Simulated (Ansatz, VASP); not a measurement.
## Se: VASP beside Ansatz

```xyz
6
Lattice="5.6997 3.2908 1.4912 -5.6997 3.2908 1.4912 0.0000 -6.5815 1.4912" Properties=species:S:1:pos:R:3 pbc="T T T"
Se    1.3309    1.4562    1.7626
Se   -1.9265    0.4245    1.7626
Se    0.5956   -1.8807    1.7626
Se   -1.3309   -1.4561    2.7110
Se    1.9265   -0.4245    2.7110
Se   -0.5956    1.8807    2.7110
```

Alike in both runs: task single point; functional PBE; k mesh 6 × 6 × 6; no spin polarisation.

|  | VASP | Ansatz |
| --- | --- | --- |
| version | VASP 6.6.1 | Ansatz 0.2.0 |
| potentials or method | VASP PAW PBE potentials, release 64 (Se), cutoff 520 eV | PAW plane waves |
| occupations | fermi-dirac, width 0.1 eV | fermi-dirac |
| valence electrons in the cell | 36 | 96 |

```tsv
	VASP	Ansatz	Ansatz less VASP
pressure (GPa)	14.6	14.3	-0.35
traceless stress, the component that is largest in VASP (GPa)	-5.92	-5.77	+0.154
rms of the force components (eV/Å)	2.327	2.266	-0.0607
```

Atom by atom the forces differ by 0.061 eV/Å (rms over components). VASP's potentials hold 36 valence electrons a cell and Ansatz's 96, so a difference there can come from the potentials and not from the codes. Ansatz's warnings: structure snapped to symmetry.
